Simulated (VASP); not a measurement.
## NaWF3: single point with PBE

Crystal: NaWF3.

```
Na W F
1.0
     4.06410    0.00000    0.00000
     0.00000    4.06410    0.00000
     0.00000    0.00000    4.06410
Na W F
1 1 3
Direct
  0.50000 0.50000 0.50000
  0.00000 0.00000 0.00000
  0.00000 0.50000 0.50000
  0.50000 0.00000 0.50000
  0.50000 0.50000 0.00000
```

The cell was built from a structure type or drawn by symmetry, and may not be a known phase.

| Property | Result |
| --- | --- |
| Program | VASP 6.6.1 |
| Task | single point |
| Functional | PBE |
| Potentials or basis | VASP PAW PBE potentials, release 64 (Na_pv, W_sv, F) |
| Cutoff | 520 eV |
| k mesh | 10 × 10 × 10 |
| Occupations | gaussian, width 0.1 eV |
| Spin | collinear spin |
| Starting moments | [0.0, 3.36, 0.0, 0.0, 0.0] μB |
| Dipole correction | no |
| Further INCAR settings | ALGO = Normal; EDIFF = 1e-06; NBANDS = 33 |

```json
{
 "Pressure": "0.2 GPa",
 "Band gap on the k mesh": "zero (filled and empty bands overlap)",
 "Net moment": "4.00 μB per cell",
 "Site moments": "Na -0.00; W +3.18; F +0.01 μB",
 "Valence electrons inside the program's atomic spheres": "Na 6.16; W 11.41; F 6.06"
}
```

Levels at points of the mesh, in eV from the Fermi level:
Spin up:
| k point | band 20 | band 21 | band 22 | band 23 | band 24 | band 25 | band 26 | band 27 |
| --- | --- | --- | --- | --- | --- | --- | --- | --- |
| (0.00, 0.00, 0.00) | -1.75 | -1.52 | -1.52 | -0.53 | -0.53 | -0.53 | 9.84 | 9.84 |
| (0.50, 0.00, 0.00) | -0.80 | -0.47 | -0.45 | 0.28 | 0.28 | 1.60 | 4.01 | 9.23 |
| (0.50, 0.50, 0.00) | -0.56 | -0.47 | 0.05 | 0.27 | 0.27 | 2.00 | 5.53 | 5.53 |
| (0.50, 0.50, 0.50) | -0.81 | -0.81 | -0.81 | -0.21 | -0.21 | 0.95 | 7.10 | 7.10 |
Spin down:
```
           k point  band 17  band 18  band 19  band 20  band 21  band 22
(0.00, 0.00, 0.00)    -3.05    -3.05    -3.05     0.10     1.17     1.17
(0.50, 0.00, 0.00)    -4.04    -3.21    -3.21     1.69     1.95     2.10
(0.50, 0.50, 0.00)    -3.59    -3.33    -3.23     1.84     2.24     2.59
(0.50, 0.50, 0.50)    -3.17    -3.17    -3.17     1.62     1.62     1.62
```

Run time: 89 s on 1 thread of Intel(R) Xeon(R) 6975P-C (Granite Rapids), on a shared host, peak memory 0.31 GiB.

Caveat: spin-orbit coupling is left out, which moves the levels of the heavy elements.
